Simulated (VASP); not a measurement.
Set up this calculation in VASP 6.6.1, as the native input.

```yaml
Task: relaxation of cell and atoms
Functional: LDA
Potentials_or_basis: VASP PAW LDA potentials, release 64 (Zn, S)
Cutoff: 600 eV
k_mesh: 8 × 8 × 8
Occupations: gaussian, width 0.01 eV
Spin: no spin polarisation
Target_pressure: 2 GPa
Dipole_correction: no
Further_INCAR_settings: ALGO = Normal; EDIFF = 1e-06; IBRION = 2; EDIFFG = -0.002; NSW = 100; ISIF = 3
```

The structure of ZnS lies in POSCAR:

```
ZnS
1.0
    0.0000000000      2.6484702549      2.6484702549
    2.6484702549      0.0000000000      2.6484702549
    2.6484702549      2.6484702549      0.0000000000
Zn S
1 1
Direct
    0.7500000000      0.7500000000      0.7500000000
    0.0000000000      0.0000000000      0.0000000000
```

The input as run:

INCAR

```
SYSTEM = ZnS
ALGO = Normal
EDIFF = 1E-6
EDIFFG = -0.002
ENCUT = 600
GGA = CA
IBRION = 2
ISIF = 3
ISMEAR = 0
LASPH = .True.
LCHARG = .False.
LREAL = .False.
LWAVE = .False.
NELM = 60
NSW = 100
PREC = Accurate
PSTRESS = 20.0
SIGMA = 0.01
```

KPOINTS

```
k-points
0
Gamma
  8 8 8
  0 0 0
```

Potentials or basis: VASP PAW LDA potentials, release 64 (Zn, S).

The run is started by

```console
$ cat potpaw_LDA.64/Zn/POTCAR potpaw_LDA.64/S/POTCAR > POTCAR
$ mpirun -np 1 vasp_std > vasp.out
```

Results of the run:

- Relaxed volume: 18.22 Å³/atom
- Relaxed cell: a = 3.722 Å, b = 3.722 Å, c = 3.722 Å, α = 60.00°, β = 60.00°, γ = 60.00°
- Space group after relaxing (to 0.05 Å): F-43m (No. 216)
- Energy change on relaxing (the enthalpy is what falls): +2.4 meV/atom
- Ionic steps: 8
- Pressure after relaxing: 2.0 GPa
- Band gap on the k mesh: 2.25 eV, direct

Caveat: the cell is relaxed towards a set pressure, so the enthalpy falls and the energy may rise.

It took 2 min on 1 thread of AMD EPYC 7R13, with other jobs on the host, peak memory 0.13 GiB.
